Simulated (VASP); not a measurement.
Here is a VASP 6.6.1 calculation.

The input INCAR:

```
ALGO = Normal
EDIFF = 1E-8
ENCUT = 520
GGA = PE
ISIF = 2
ISMEAR = -1
LASPH = T
LCHARG = F
LEFG = T
LREAL = F
LWAVE = F
NBANDS = 26
NELM = 80
PREC = Accurate
SIGMA = 0.03
```

The input KPOINTS:

```
k-points
0
Gamma
  9 9 8
```

File POSCAR:

```
AgCl
1.0
    1.9076035228     -5.6655757514      0.0000000000
    1.9076035228      5.6655757514      0.0000000000
    0.0000000000      0.0000000000      4.0009987977
Ag Cl
2 2
Direct
    0.3965554000      0.6034446000      0.7500000000
    0.6034446000      0.3965554000      0.2500000000
    0.8654487300      0.1345512700      0.2500000000
    0.1345512700      0.8654487300      0.7500000000
```

Potentials or basis: VASP PAW PBE potentials, release 64 (Ag, Cl).

Launch:

```bash
$ cat potpaw_PBE.64/Ag/POTCAR potpaw_PBE.64/Cl/POTCAR > POTCAR
$ mpirun -np 1 vasp_std > vasp.out
```

**Question.** Estimate the pressure.

**Answer.** -1.2 GPa.

**Question.** What does it give for the band gap on the k mesh?

**Answer.** 0.50 eV (least direct gap 1.85 eV).

**Question.** Predict the largest force.

**Answer.** 0.046 eV/Å.

Forces on the atoms (eV/Å):
```
Ag   0.000  0.046  0.000
Ag   0.000 -0.046  0.000
Cl   0.000 -0.040  0.000
Cl   0.000  0.040  0.000
```

Caveat: without QUAD_EFG the Cq values of the log hold for a quadrupole moment of 1 mb, not for the nuclei; an odd mesh through Γ misses points on the zone boundary, where band edges can lie.
